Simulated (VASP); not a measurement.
# Ba (P6/mmm) in VASP: a series of runs

Ba is run at these levels: PBEsol; tasks: single point.

Everything below comes from runs of VASP 6.6.1. Logs are shortened: lines on timing, memory, paths and dates and some standing lists are left out, and cuts for length are marked.

### Step 1. The cell of the first run

The structure is hexagonal, space group P6/mmm (No. 191). Conventional cell: a = 6.996 Å, b = 6.996 Å, c = 3.909 Å, α = 90.00°, β = 90.00°, γ = 120.00°. Ba (site symmetry -6m2) has 5 Ba at 3.91 to 4.04 Å within 5.1 Å.

### Step 2. Single point, PBEsol

File INCAR:

```
SYSTEM = Ba
PREC     = Accurate       ! precision mode
ENCUT    = 520            ! plane-wave cutoff, eV
EDIFF    = 1E-6           ! SCF threshold, eV
ISMEAR   = 1              ! smearing method
SIGMA    = 0.05           ! smearing width, eV
LREAL    = .False.        ! projectors in reciprocal space
LASPH    = .True.         ! aspherical terms in the spheres
NELM     = 100            ! most SCF steps
ALGO     = Normal         ! electronic algorithm
ISIF     = 2              ! what is computed and relaxed
LWAVE    = .False.        ! write WAVECAR
LCHARG   = .True.         ! write CHGCAR
GGA      = PS             ! functional
LELF     = .True.         ! ELF
LVHAR    = .True.       
NBANDS   = 17             ! bands
```

File KPOINTS:

```
regular mesh
0
Gamma
  2 2 2
  0 0 0
```

File POSCAR:

```
Ba
1.0
    6.9960700000      0.0000000000      0.0000000000
   -3.4980350000      6.0587743467      0.0000000000
    0.0000000000      0.0000000000      3.9093900000
Ba
2
Direct
    0.3333333333      0.6666666667      0.5000000000
    0.6666666667      0.3333333333      0.5000000000
```

Potentials or basis: VASP PAW PBE potentials, release 64 (Ba_sv).

On the command line:

```bash
> cat potpaw_PBE.64/Ba_sv/POTCAR > POTCAR
> mpirun -np 1 vasp_std > vasp.out
```

OUTCAR:

```text
SYSTEM = Ba
   PREC = Accurate
   ENCUT = 520
   EDIFF = 1E-6
   ISMEAR = 1
   LREAL = .False.
   LASPH = .True.
   NELM = 100
   ISIF = 2
   GGA = PS

 ion  position               nearest neighbor table
   1  0.333  0.667  0.500-   2 4.04   2 4.04   2 4.04
   2  0.667  0.333  0.500-   1 4.04   1 4.04   1 4.04

  LATTYP: Found a hexagonal cell.
 ALAT       =     6.9960700000
 C/A-ratio  =     0.5587980109

  Lattice vectors:

 A1 = (   6.9960700000,   0.0000000000,   0.0000000000)
 A2 = (  -3.4980350000,   6.0587743467,   0.0000000000)
 A3 = (   0.0000000000,   0.0000000000,   3.9093900000)

Analysis of symmetry for initial positions (statically):
=====================================================================
 Subroutine PRICEL returns:
 Original cell was already a primitive cell.

 Routine SETGRP: Setting up the symmetry group for a
 hexagonal supercell.

 Subroutine GETGRP returns: Found 24 space group operations
 (whereof 24 operations were pure point group operations)
 out of a pool of 24 trial point group operations.

The static configuration has the point symmetry D_6h.

Analysis of symmetry for dynamics (positions and initial velocities):
=====================================================================
 Subroutine PRICEL returns:
 Original cell was already a primitive cell.

 Routine SETGRP: Setting up the symmetry group for a
 hexagonal supercell.

 Subroutine GETGRP returns: Found 24 space group operations
 (whereof 24 operations were pure point group operations)
 out of a pool of 24 trial point group operations.

The dynamic configuration has the point symmetry D_6h.

 Subroutine INISYM returns: Found 24 space group operations
 (whereof 24 operations are pure point group operations),
 and found     1 'primitive' translations

----------------------------------------------------------------------------------------

                                     Primitive cell

  volume of cell :     165.7097

  direct lattice vectors                    reciprocal lattice vectors
     6.996070000  0.000000000  0.000000000     0.142937392  0.082524942  0.000000000
    -3.498035000  6.058774347  0.000000000     0.000000000  0.165049883  0.000000000
     0.000000000  0.000000000  3.909390000     0.000000000  0.000000000  0.255794382

  length of vectors
     6.996070000  6.996070000  3.909390000     0.165049883  0.165049883  0.255794382

  position of ions in fractional coordinates (direct lattice)
     0.333333333  0.666666667  0.500000000
     0.666666667  0.333333333  0.500000000

  ion indices of the primitive-cell ions
   primitive index   ion index
                 1           1
                 2           2

----------------------------------------------------------------------------------------

 KPOINTS: regular mesh

Automatic generation of k-mesh.
 Grid dimensions read from file:
 generate k-points for:    2    2    2

 Generating k-lattice:

  Cartesian coordinates                     Fractional coordinates (reciprocal lattice)
     0.071468696  0.041262471  0.000000000     0.500000000 -0.000000000  0.000000000
     0.000000000  0.082524942  0.000000000     0.000000000  0.500000000  0.000000000
     0.000000000  0.000000000  0.127897191     0.000000000  0.000000000  0.500000000

  Length of vectors
     0.082524942  0.082524942  0.127897191

  Shift w.r.t. Gamma in fractional coordinates (k-lattice)
     0.000000000  0.000000000  0.000000000

 Subroutine IBZKPT returns following result:
 ===========================================

 Found      4 irreducible k-points:

 Following reciprocal coordinates:
            Coordinates               Weight
  0.000000  0.000000  0.000000      1.000000
  0.500000  0.000000  0.000000      3.000000
  0.000000  0.000000  0.500000      1.000000
  0.500000  0.000000  0.500000      3.000000
   k-points           NKPTS =      4   k-points in BZ     NKDIM =      4   number of bands    NBANDS=     17
   number of dos      NEDOS =    301   number of ions     NIONS =      2
   total plane-waves  NPLWV =  87480
   dimension x,y,z NGX =    54 NGY =   54 NGZ =   30
   dimension x,y,z NGXF=   108 NGYF=  108 NGZF=   60
   ions per type =               2
   NGX,Y,Z   is equivalent  to a cutoff of  12.83, 12.83, 12.76 a.u.
   NGXF,Y,Z  is equivalent  to a cutoff of  25.66, 25.66, 25.51 a.u.
 SYSTEM =  Ba
   PREC   = accura    normal or accurate (medium, high low for compatibility)
   ISTART =      0    job   : 0-new  1-cont  2-samecut
   ICHARG =      2    charge: 1-file 2-atom 10-const
   ISPIN  =      1    spin polarized calculation?
   LNONCOLLINEAR =      F non collinear calculations
   LSORBIT =      F    spin-orbit coupling
   LASPH  =      T    aspherical Exc in radial PAW
   ENCUT  =  520.0 eV  38.22 Ry    6.18 a.u.  13.01 13.01  7.27*2*pi/ulx,y,z
   NELM   =    100;   NELMIN=  2; NELMDL= -5     # of ELM steps
   EDIFF  = 0.1E-05   stopping-criterion for ELM
   LREAL  =      F    real-space projection
   EDIFFG = 0.1E-04   stopping-criterion for IOM
   NSW    =      0    number of steps for IOM
   IBRION =     -1    ionic relax: 0-MD 1-quasi-New 2-CG
   NFREE  =      0    steps in history (QN), initial steepest desc. (CG)
   ISIF   =      2    stress and relaxation
   ISYM   =      2    0-nonsym 1-usesym 2-fastsym
   POTIM  = 0.5000    time-step for ionic-motion
   TEBEG  =    0.0;   TEEND  =   0.0 temperature during run
   PSTRESS=    0.0 pullay stress
   NELECT =      20.0000    total number of electrons
   NUPDOWN=      -1.0000    fix difference up-down
   EMIN   =  10.00;   EMAX   =-10.00  energy-range for DOS
   EFERMI =   0.00;   METHOD = LEGACY
   ISMEAR =     1;   SIGMA  =   0.05  broadening in eV -4-tet -1-fermi 0-gaus
   EFERMI_NEDOS =   21; number of points for ismear=-14 and -15
   IALGO  =     38    algorithm
   IMIX   =      4    mixing-type and parameters
     AMIX     =   0.40;   BMIX     =  1.00
     AMIX_MAG =   1.60;   BMIX_MAG =  1.00
  volume/ion in A,a.u.               =      82.85       559.13
  Fermi-wavevector in a.u.,A,eV,Ry     =   0.809038  1.528860  8.905588  0.654542
  Thomas-Fermi vector in A             =   1.917955
   LORBIT       =      0    0 simple, 1 ext, 2 COOP (PROOUT), +10 PAW based schemes
   GGA     = PS    functional components
   LHFCALC =     F    Hartree Fock is set to
   AEXX    =    0.0000 exact exchange contribution
   IVDW    =     0    specifies the selected vdW correction
   LEPSILON=     F    determine dielectric tensor
   LRPA    =     F    only Hartree local field effects (RPA)
 non-spin polarized calculation
 Methfessel and Paxton  Order N= 1 SIGMA  =   0.05
  energy-cutoff  :      520.00
  volume of cell :      165.71
 maximum number of plane-waves:      4466
 NGX is ok and might be reduce to    54
   NGX = 25   NGY = 25   NGZ = 15

 number of electron      20.0000003 magnetization

 Free energy of the ion-electron system (eV)
  ---------------------------------------------------
  ext. energy  EPLUGINS =         0.00000000
  ---------------------------------------------------
  free energy    TOTEN  =        -3.28334656 eV

  energy without entropy =       -3.27500262  energy(sigma->0) =       -3.28056525

 E-fermi :   0.3178     XC(G=0):  -6.4630

 val. band max:        0.3143827505   @ k =   0.0000   0.0000   0.5000
 cond. band min:       0.3372919026   @ k =   0.0000   0.0000   0.5000
 fundamental gap:      0.0229091521
 Fermi energy:         0.3177847602

 k-point     1 :       0.0000    0.0000    0.0000
  band No.  band energies     occupation
      1     -28.7499      2.00000
      2     -28.6804      2.00000
      3     -14.1511      2.00000
      4     -14.1511      2.00000
      5     -13.7579      2.00000
      6     -13.7579      2.00000
[... 9 lines left out ...]
     16       3.7253      0.00000
     17       3.7253      0.00000

 k-point     2 :       0.5000    0.0000    0.0000
  band No.  band energies     occupation
      1     -28.7269      2.00000
      2     -28.7038      2.00000
      3     -14.1829      2.00000
      4     -14.0570      2.00000
      5     -13.8582      2.00000
      6     -13.7219      2.00000
[... 9 lines left out ...]
     16       3.2170      0.00000
     17       3.5975      0.00000

 k-point     3 :       0.0000    0.0000    0.5000
  band No.  band energies     occupation
      1     -28.6851      2.00000
      2     -28.6179      2.00000
      3     -14.1826      2.00000
      4     -14.0557      2.00000
      5     -14.0511      2.00000
      6     -14.0511      2.00000
[... 9 lines left out ...]
     16       2.4021      0.00000
     17       2.5033      0.00000

 k-point     4 :       0.5000    0.0000    0.5000
  band No.  band energies     occupation
      1     -28.6628      2.00000
      2     -28.6404      2.00000
      3     -14.1407      2.00000
      4     -14.0984      2.00000
      5     -14.0801      2.00000
      6     -13.9601      2.00000
[... 9 lines left out ...]
     16       2.5901      0.00000
     17       4.0563      0.00000

------------------------ aborting loop because EDIFF is reached ----------------------------------------

  FORCE on cell =-STRESS in cart. coord.  units (eV):
  Direction    XX          YY          ZZ          XY          YZ          ZX
  --------------------------------------------------------------------------------------
  -------------------------------------------------------------------------------------
  Total       -0.6380565     -0.6380565     -3.1417360      0.0000000     -0.0000000      0.0000000
  in kB       -6.1690997     -6.1690997    -30.3761232      0.0000000     -0.0000000      0.0000000
  external PRESSURE =     -14.2381075 kB  Pullay stress =       0.0000000 kB

 VOLUME and BASIS-vectors are now :
 -----------------------------------------------------------------------------
  energy-cutoff  :      520.00
  volume of cell :      165.71
      direct lattice vectors                 reciprocal lattice vectors
     6.996070000  0.000000000  0.000000000     0.142937392  0.082524942  0.000000000
    -3.498035000  6.058774347  0.000000000     0.000000000  0.165049883  0.000000000
     0.000000000  0.000000000  3.909390000     0.000000000  0.000000000  0.255794382

 POSITION                                       TOTAL-FORCE (eV/Angst)
 -----------------------------------------------------------------------------------
     -0.00000      4.03918      1.95470         0.000000     -0.000000      0.000000
      3.49804      2.01959      1.95470        -0.000000      0.000000      0.000000
 -----------------------------------------------------------------------------------
    total drift:                               -0.000000      0.000000     -0.000000

  FREE ENERGIE OF THE ION-ELECTRON SYSTEM (eV)
  ---------------------------------------------------
  free  energy   TOTEN  =        -3.2833465621 eV

  energy  without entropy=       -3.2750026213  energy(sigma->0) =       -3.28056525
```

It took 11 s on 1 thread of Intel Xeon 6975P-C (Granite Rapids), shared host; peak memory 0.26 GiB.

Results:

```yaml
Free_energy: -3.2833 eV
Pressure: -1.4 GPa
Band_gap_on_the_k_mesh: zero (band 10 reaches 0.67 eV, above the bottom of band 11 at 0.31 eV)
```

Caveat: the k points lie up to 0.80 Å⁻¹ apart; the PAW data sets were made with another functional, which shifts forces and pressure a little; spin-orbit coupling is left out, which moves the levels of the heavy elements.

(Part 1 of 2 ends here.)
